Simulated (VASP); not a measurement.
# Sn (Fd-3m) in VASP: a series of runs, part 2 of 2

VASP 6.6.1.

## (3) Relaxation of cell and atoms, LDA

This run uses another cell than the first one, of 36.84 Å³/atom.

The input, INCAR:

```
SYSTEM = Sn
  PREC = Accurate
  ENCUT = 600
  EDIFF = 1E-6
  ISMEAR = 0
  SIGMA = 0.1
  LREAL = .FALSE.
  LASPH = .TRUE.
  NELM = 100
  ALGO = Fast
  ISIF = 3
  LWAVE = .FALSE.
  LCHARG = .FALSE.
  GGA = CA
  IBRION = 2
  NSW = 70
  EDIFFG = -0.005
```

The input, KPOINTS:

```
regular mesh
0
G
  12 12 12
  0 0 0
```

The input, POSCAR:

```
Sn
1.0
    0.0000000000      3.3273247541      3.3273247541
    3.3273247541      0.0000000000      3.3273247541
    3.3273247541      3.3273247541      0.0000000000
Sn
2
Direct
    0.0000000000      0.0000000000      0.0000000000
    0.2500000000      0.2500000000      0.2500000000
```

Potentials or basis: VASP PAW LDA potentials, release 64 (Sn_d).

Run with:

```console
cat potpaw_LDA.64/Sn_d/POTCAR > POTCAR
mpirun -np 1 vasp_std > vasp.out
```

OUTCAR:

```text
SYSTEM = Sn
   PREC = Accurate
   ENCUT = 600
   EDIFF = 1E-6
   ISMEAR = 0
   LREAL = .FALSE.
   LASPH = .TRUE.
   NELM = 100
   ISIF = 3
   GGA = CA
   IBRION = 2
   NSW = 70
   EDIFFG = -0.005

 ion  position               nearest neighbor table
   1  0.000  0.000  0.000-   2 2.88   2 2.88   2 2.88   2 2.88
   2  0.250  0.250  0.250-   1 2.88   1 2.88   1 2.88   1 2.88

  LATTYP: Found a face centered cubic cell.
 ALAT       =     6.6546495082

  Lattice vectors:

 A1 = (   0.0000000000,   3.3273247541,   3.3273247541)
 A2 = (   3.3273247541,   0.0000000000,   3.3273247541)
 A3 = (   3.3273247541,   3.3273247541,   0.0000000000)

Analysis of symmetry for initial positions (statically):
=====================================================================
 Subroutine PRICEL returns:
 Original cell was already a primitive cell.

 Routine SETGRP: Setting up the symmetry group for a
 face centered cubic supercell.

 Subroutine GETGRP returns: Found 48 space group operations
 (whereof 24 operations were pure point group operations)
 out of a pool of 48 trial point group operations.

The static configuration has the point symmetry T_d .
 The point group associated with its full space group is O_h .

Analysis of symmetry for dynamics (positions and initial velocities):
=====================================================================
 Subroutine PRICEL returns:
 Original cell was already a primitive cell.

 Routine SETGRP: Setting up the symmetry group for a
 face centered cubic supercell.

 Subroutine GETGRP returns: Found 48 space group operations
 (whereof 24 operations were pure point group operations)
 out of a pool of 48 trial point group operations.

The dynamic configuration has the point symmetry T_d .
 The point group associated with its full space group is O_h .

 Subroutine INISYM returns: Found 48 space group operations
 (whereof 24 operations are pure point group operations),
 and found     1 'primitive' translations

----------------------------------------------------------------------------------------

                                     Primitive cell

  volume of cell :      73.6742

  direct lattice vectors                    reciprocal lattice vectors
     0.000000000  3.327324754  3.327324754    -0.150270874  0.150270874  0.150270874
     3.327324754  0.000000000  3.327324754     0.150270874 -0.150270874  0.150270874
     3.327324754  3.327324754  0.000000000     0.150270874  0.150270874 -0.150270874

  length of vectors
     4.705547794  4.705547794  4.705547794     0.260276789  0.260276789  0.260276789

  position of ions in fractional coordinates (direct lattice)
     0.000000000  0.000000000  0.000000000
     0.250000000  0.250000000  0.250000000

  ion indices of the primitive-cell ions
   primitive index   ion index
                 1           1
                 2           2

----------------------------------------------------------------------------------------

 KPOINTS: regular mesh

Automatic generation of k-mesh.
 Grid dimensions read from file:
 generate k-points for:   12   12   12

 Generating k-lattice:

  Cartesian coordinates                     Fractional coordinates (reciprocal lattice)
    -0.012522573  0.012522573  0.012522573     0.083333333  0.000000000  0.000000000
     0.012522573 -0.012522573  0.012522573     0.000000000  0.083333333  0.000000000
     0.012522573  0.012522573 -0.012522573     0.000000000  0.000000000  0.083333333

  Length of vectors
     0.021689732  0.021689732  0.021689732

  Shift w.r.t. Gamma in fractional coordinates (k-lattice)
     0.000000000  0.000000000  0.000000000

 Subroutine IBZKPT returns following result:
 ===========================================

 Found     72 irreducible k-points:

 Following reciprocal coordinates:
            Coordinates               Weight
  0.000000  0.000000  0.000000      1.000000
  0.083333  0.000000  0.000000      8.000000
  0.166667  0.000000  0.000000      8.000000
  0.250000  0.000000  0.000000      8.000000
  0.333333  0.000000  0.000000      8.000000
  0.416667  0.000000  0.000000      8.000000
[... 16 lines left out ...]
  0.500000  0.166667  0.000000     24.000000
 -0.416667  0.166667  0.000000     24.000000
 [... further k-points ...]
   k-points           NKPTS =     72   k-points in BZ     NKDIM =     72   number of bands    NBANDS=     18
   number of dos      NEDOS =    301   number of ions     NIONS =      2
   total plane-waves  NPLWV =  64000
   dimension x,y,z NGX =    40 NGY =   40 NGZ =   40
   dimension x,y,z NGXF=    80 NGYF=   80 NGZF=   80
   ions per type =               2
   NGX,Y,Z   is equivalent  to a cutoff of  14.13, 14.13, 14.13 a.u.
   NGXF,Y,Z  is equivalent  to a cutoff of  28.26, 28.26, 28.26 a.u.
 SYSTEM =  Sn
   PREC   = accura    normal or accurate (medium, high low for compatibility)
   ISTART =      0    job   : 0-new  1-cont  2-samecut
   ICHARG =      2    charge: 1-file 2-atom 10-const
   ISPIN  =      1    spin polarized calculation?
   LNONCOLLINEAR =      F non collinear calculations
   LSORBIT =      F    spin-orbit coupling
   LASPH  =      T    aspherical Exc in radial PAW
   ENCUT  =  600.0 eV  44.10 Ry    6.64 a.u.   9.40  9.40  9.40*2*pi/ulx,y,z
   NELM   =    100;   NELMIN=  2; NELMDL= -5     # of ELM steps
   EDIFF  = 0.1E-05   stopping-criterion for ELM
   LREAL  =      F    real-space projection
   EDIFFG = -.5E-02   stopping-criterion for IOM
   NSW    =     70    number of steps for IOM
   IBRION =      2    ionic relax: 0-MD 1-quasi-New 2-CG
   NFREE  =      1    steps in history (QN), initial steepest desc. (CG)
   ISIF   =      3    stress and relaxation
   ISYM   =      2    0-nonsym 1-usesym 2-fastsym
   POTIM  = 0.5000    time-step for ionic-motion
   TEBEG  =    0.0;   TEEND  =   0.0 temperature during run
   PSTRESS=    0.0 pullay stress
   NELECT =      28.0000    total number of electrons
   NUPDOWN=      -1.0000    fix difference up-down
   EMIN   =  10.00;   EMAX   =-10.00  energy-range for DOS
   EFERMI =   0.00;   METHOD = LEGACY
   ISMEAR =     0;   SIGMA  =   0.10  broadening in eV -4-tet -1-fermi 0-gaus
   EFERMI_NEDOS =   21; number of points for ismear=-14 and -15
   IALGO  =     68    algorithm
   IMIX   =      4    mixing-type and parameters
     AMIX     =   0.40;   BMIX     =  1.00
     AMIX_MAG =   1.60;   BMIX_MAG =  1.00
  volume/ion in A,a.u.               =      36.84       248.59
  Fermi-wavevector in a.u.,A,eV,Ry     =   1.185830  2.240893 19.132404  1.406192
  Thomas-Fermi vector in A             =   2.322015
   LORBIT       =      0    0 simple, 1 ext, 2 COOP (PROOUT), +10 PAW based schemes
   GGA     = CA    functional components
   LHFCALC =     F    Hartree Fock is set to
   AEXX    =    0.0000 exact exchange contribution
   IVDW    =     0    specifies the selected vdW correction
   LEPSILON=     F    determine dielectric tensor
   LRPA    =     F    only Hartree local field effects (RPA)
 conjugate gradient relaxation of ions
 non-spin polarized calculation
 RMM-DIIS sequential band-by-band and
 Gauss-broadening in eV      SIGMA  =   0.10
  energy-cutoff  :      600.00
  volume of cell :       73.67
 maximum number of plane-waves:      2485
 NGX is ok and might be reduce to    40
   NGX = 19   NGY = 19   NGZ = 19

--------------------------------------- Ionic step        1  -------------------------------------------

 number of electron      27.9999997 magnetization

 Free energy of the ion-electron system (eV)
  ---------------------------------------------------
  ext. energy  EPLUGINS =         0.00000000
  ---------------------------------------------------
  free energy    TOTEN  =        -8.88450774 eV

  energy without entropy =       -8.88327058  energy(sigma->0) =       -8.88388916

 E-fermi :   4.5499     XC(G=0):  -8.8747

 val. band max:        4.5490808145   @ k =  -0.0833   0.0833   0.0000
 cond. band min:       4.5597270503   @ k =   0.0833   0.0000   0.0000
 fundamental gap:      0.0106462358
 Fermi energy:         4.5499290144

 k-point     1 :       0.0000    0.0000    0.0000
  band No.  band energies     occupation
      1     -16.8839      2.00000
      2     -16.8839      2.00000
      3     -16.8839      2.00000
      4     -16.8322      2.00000
      5     -16.8322      2.00000
      6     -16.5774      2.00000
[... 10 lines left out ...]
     17       6.7288      0.00000
     18       6.7288      0.00000
[... 696 lines left out ...]
  energy  without entropy=       -8.9418763720  energy(sigma->0) =       -8.94247640

--------------------------------------- Ionic step        7  -------------------------------------------

 number of electron      28.0000005 magnetization

 Free energy of the ion-electron system (eV)
  ---------------------------------------------------
  ext. energy  EPLUGINS =         0.00000000
  ---------------------------------------------------
  free energy    TOTEN  =        -8.94307586 eV

  energy without entropy =       -8.94187461  energy(sigma->0) =       -8.94247523

 E-fermi :   5.4121     XC(G=0):  -9.2197

 val. band max:        5.3828697381   @ k =   0.4167   0.0000   0.0000
 cond. band min:       5.5124935226   @ k =   0.3333   0.0000   0.0000
 fundamental gap:      0.1296237845
 Fermi energy:         5.4120883698

 k-point     1 :       0.0000    0.0000    0.0000
  band No.  band energies     occupation
      1     -16.1975      2.00000
      2     -16.1975      2.00000
      3     -16.1975      2.00000
      4     -16.1350      2.00000
      5     -16.1350      2.00000
      6     -15.8180      2.00000
[... 10 lines left out ...]
     17       7.5762      0.00000
     18       7.5762      0.00000
[... 512 lines left out ...]
  FREE ENERGIE OF THE ION-ELECTRON SYSTEM (eV)
  ---------------------------------------------------
  free  energy   TOTEN  =        -8.9430758590 eV

  energy  without entropy=       -8.9418746098  energy(sigma->0) =       -8.94247523

 reached required accuracy - stopping structural energy minimisation
```

CONTCAR:

```text
Sn
   1.00000000000000
    -0.0000000000000000    3.2384718449848888    3.2384718449848888
     3.2384718449848888    0.0000000000000000    3.2384718449848888
     3.2384718449848888    3.2384718449848888   -0.0000000000000000
  Sn
     2
Direct
     0.0000000000000000    0.0000000000000000    0.0000000000000000
     0.2500000000000000    0.2500000000000000    0.2500000000000000

  0.00000000E+00  0.00000000E+00  0.00000000E+00
  0.00000000E+00  0.00000000E+00  0.00000000E+00
```

Run time: 8.5 min. Hardware: 1 thread of AMD EPYC 7R13, shared host; peak memory 0.23 GiB.

What came out:

| Quantity | Value |
| --- | --- |
| Free energy | -8.9431 eV |
| Relaxed volume | 33.96 Å³/atom |
| Relaxed cell | a = 4.580 Å, b = 4.580 Å, c = 4.580 Å, α = 60.00°, β = 60.00°, γ = 60.00° |
| Space group after relaxing (to 0.1 Å) | Fd-3m (No. 227) |
| Energy gained by relaxing | 29.3 meV/atom |
| Ionic steps | 7 |
| Pressure after relaxing | 0.0 GPa |
| Band gap on the k mesh | zero (bands 14 and 15 overlap by 0.18 eV) |

The path:
| step | energy change (eV) | largest force (eV/Å) | pressure (GPa) | volume (Å³) |
| --- | --- | --- | --- | --- |
| 1 | 0.0000 | 0.0000 | -3.03 | 73.67 |
| 2 | -0.0542 | 0.0000 | 0.98 | 66.49 |
| 3 | -0.0586 | 0.0000 | -0.04 | 67.90 |
| 4 | -0.0585 | 0.0000 | 0.08 | 67.79 |
| 5 | -0.0586 | 0.0000 | -0.07 | 67.96 |
| 6 | -0.0586 | 0.0000 | 0.06 | 67.91 |
| 7 | -0.0586 | 0.0000 | -0.01 | 67.93 |

Final structure:
```
CELL_PARAMETERS angstrom
0.00000 3.23847 3.23847
3.23847 0.00000 3.23847
3.23847 3.23847 0.00000
ATOMIC_POSITIONS crystal
Sn 0.00000 0.00000 0.00000
Sn 0.25000 0.25000 0.25000
```

Levels at points of the mesh, in eV from the Fermi level:
```
           k point  band 10  band 11  band 12  band 13  band 14  band 15  band 16  band 17  band 18
(0.00, 0.00, 0.00)   -21.22   -10.67    -0.74     0.10     0.10     0.10     2.16     2.16     2.16
(0.50, 0.00, 0.00)   -21.17    -9.04    -6.34    -1.11    -1.11    -0.07     3.24     3.24     5.54
(0.50, 0.50, 0.00)   -21.15    -7.56    -7.56    -2.46    -2.46     0.77     0.77     7.70     7.70
```

Caveat: spin-orbit coupling is left out, which moves the levels of the heavy elements.
